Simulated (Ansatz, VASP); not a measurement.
## One calculation of HfB2S3, two programs

```xyz
6
Lattice="3.7416 0.0000 0.0000 -1.8708 3.2403 0.0000 0.0000 0.0000 9.8252" Properties=species:S:1:pos:R:3 pbc="T T T"
Hf    0.0000    2.1602    4.9126
B     0.0000    2.1602    0.7998
B     0.0000    2.1602    9.0254
S     0.0000    0.0000    0.0000
S     0.0000    2.1602    2.5448
S     0.0000    2.1602    7.2805
```

Alike in both runs: functional PBE; k mesh 12 × 12 × 4; occupations gaussian, width 0.1 eV; no spin polarisation.

Ansatz relaxed the structure, and its values are those at the end. VASP's run is a single point on that final structure, the one shown.

|  | VASP | Ansatz |
| --- | --- | --- |
| version | VASP 6.6.1 | Ansatz 0.2.0 |
| potentials or method | VASP PAW PBE potentials, release 64 (Hf_pv, B, S), cutoff 520 eV | scalar-relativistic, plane waves, PAW |
| valence electrons in the cell | 34 | 50 |

Ansatz gave:

* gap on the k mesh at the Fermi level (eV): none
* pressure (GPa): 0.0
* rms of the force components (eV/Å): 0.000

Question: Estimate VASP's values.

Answer: gap on the k mesh at the Fermi level (eV): none; pressure (GPa): -0.3; rms of the force components (eV/Å): 0.020.

A gap of «none» marks a metal or a gap that the smearing closes. The functional is the same, so the differences come from potentials, cutoffs and numerics. VASP's potentials hold 34 valence electrons a cell and Ansatz's 50, so a difference there can come from the potentials and not from the codes.

Neither program's run includes spin-orbit coupling.
